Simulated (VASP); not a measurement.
## Ge6F: single point with PBE

Ge6F, a slab with vacuum:

```
Ge F
1.0
     4.07405    0.00000    0.00000
     0.00000    5.76158    0.00000
     0.00000    0.00000   19.52422
Ge F
6 1
Direct
  0.50000 0.00000 0.20487
  0.00000 0.25000 0.20487
  0.00000 0.50052 0.30874
  0.50000 0.74948 0.30874
  0.50000 0.00692 0.41099
  0.00000 0.24308 0.41099
  0.66667 0.67359 0.44244
```

```
Program                : VASP 6.6.1
Task                   : single point
Functional             : PBE
Potentials or basis    : VASP PAW PBE potentials, release 64 (Ge_d, F)
Cutoff                 : 520 eV
k mesh                 : 7 × 5 × 1
Occupations            : gaussian, width 0.1 eV
Spin                   : no spin polarisation
Dipole correction      : yes
Further INCAR settings : ALGO = Normal; EDIFF = 1e-07; NBANDS = 54
```

- Largest force: 1.671 eV/Å
- Band gap on the k mesh: zero (an odd number of electrons rules out a gap without spin polarisation)

Forces in eV/Å, atoms in the order of the input:
```
Ge  -0.081  0.271 -0.152
Ge   0.098 -0.376 -0.010
Ge   0.080 -0.169  0.039
Ge  -0.070  0.070 -0.381
Ge   0.783 -1.471  0.116
Ge  -0.270  0.472  0.398
F   -0.540  1.204 -0.010
```

Levels at points of the mesh, in eV from the Fermi level:
| k point | band 42 | band 43 | band 44 | band 45 | band 46 | band 47 | band 48 | band 49 | band 50 | band 51 |
| --- | --- | --- | --- | --- | --- | --- | --- | --- | --- | --- |
| (0.00, 0.00, 0.00) | -1.93 | -1.49 | -1.09 | -0.36 | -0.06 | 1.05 | 1.45 | 1.74 | 2.37 | 2.67 |

It took 11 min on 1 thread of Intel(R) Xeon(R) 6975P-C (Granite Rapids), on a shared host, peak memory 0.69 GiB.

Caveat: an odd number of electrons without spin polarisation forces a metal; a magnetic or distorted state may lie lower.
